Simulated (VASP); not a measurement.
A run of VASP 6.6.1:

Contents of INCAR:

```
SYSTEM = EuS
ALGO = Normal ; EDIFF = 1E-6
ENCUT = 600 ; GGA = PE
GGA_COMPAT = .FALSE. ; ISIF = 2
ISMEAR = -1 ; ISPIN = 2
LASPH = .TRUE. ; LCHARG = .TRUE.
LDAU = .TRUE. ; LDAUJ = 0 0
LDAUL = 3 -1 ; LDAUPRINT = 1
LDAUTYPE = 2 ; LDAUU = 4.5 0
LELF = .TRUE. ; LMAXMIX = 6
LORBIT = 11 ; LREAL = .FALSE.
LVHAR = .TRUE. ; LWAVE = .FALSE.
MAGMOM = 7 0 ; NBANDS = 22
NELM = 200 ; PREC = Accurate
SIGMA = 0.1
```

Contents of KPOINTS:

```
k-points
0
G
  10 10 10
  0 0 0
```

POSCAR

```
EuS
1.0
    0.0000000000      2.9785000000      2.9785000000
    2.9785000000      0.0000000000      2.9785000000
    2.9785000000      2.9785000000      0.0000000000
Eu S
1 1
Direct
    0.0000000000      0.0000000000      0.0000000000
    0.5000000000      0.5000000000      0.5000000000
```

Potentials or basis: VASP PAW PBE potentials, release 64 (Eu, S).

Command:

```bash
$ cat potpaw_PBE.64/Eu/POTCAR potpaw_PBE.64/S/POTCAR > POTCAR
$ mpirun -np 1 vasp_std > vasp.out
```

Hardware: 1 thread of Oxide Virtual Turin-like Processor (shared host).

**Question.** Estimate the wall time of this run.

**Answer.** Wall time 3.4 min on 1 thread of Oxide Virtual Turin-like Processor (shared host), peak memory 0.28 GiB. Counts: scf iterations 17, k points 47.
